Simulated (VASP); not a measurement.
Here is a VASP 6.6.1 calculation.

Contents of INCAR:

```
SYSTEM = CdSe
  PREC = Accurate
  ENCUT = 520
  EDIFF = 1E-8
  ISMEAR = -1
  SIGMA = 0.02
  LREAL = .FALSE.
  LASPH = .TRUE.
  NELM = 60
  ALGO = Normal
  ISIF = 2
  LWAVE = .FALSE.
  LCHARG = .FALSE.
  GGA = PE
  LEFG = .TRUE.
  NBANDS = 26
```

File KPOINTS:

```
regular mesh
0
G
  12 12 6
  0 0 0
```

File POSCAR:

```
CdSe
1.0
    4.2990000000      0.0000000000      0.0000000000
   -2.1495000000      3.7230432109      0.0000000000
    0.0000000000      0.0000000000      7.0100000000
Cd Se
2 2
Direct
    0.3333333333      0.6666666667      0.0000000000
    0.6666666667      0.3333333333      0.5000000000
    0.3333333333      0.6666666667      0.3767900000
    0.6666666667      0.3333333333      0.8767900000
```

Potentials or basis: VASP PAW PBE potentials, release 64 (Cd, Se).

The run is started by

```console
$ cat potpaw_PBE.64/Cd/POTCAR potpaw_PBE.64/Se/POTCAR > POTCAR
$ mpirun -np 1 vasp_std > vasp.out
```

(1) Estimate the largest force.

(2) Estimate the band gap on the k mesh.

(3) What does it give for the pressure?

Answers

(1) 0.035 eV/Å.

(2) 0.68 eV.

(3) 3.4 GPa.

Caveat: the cell stands under pressure; without QUAD_EFG the Cq values of the log hold for a quadrupole moment of 1 mb, not for the nuclei.
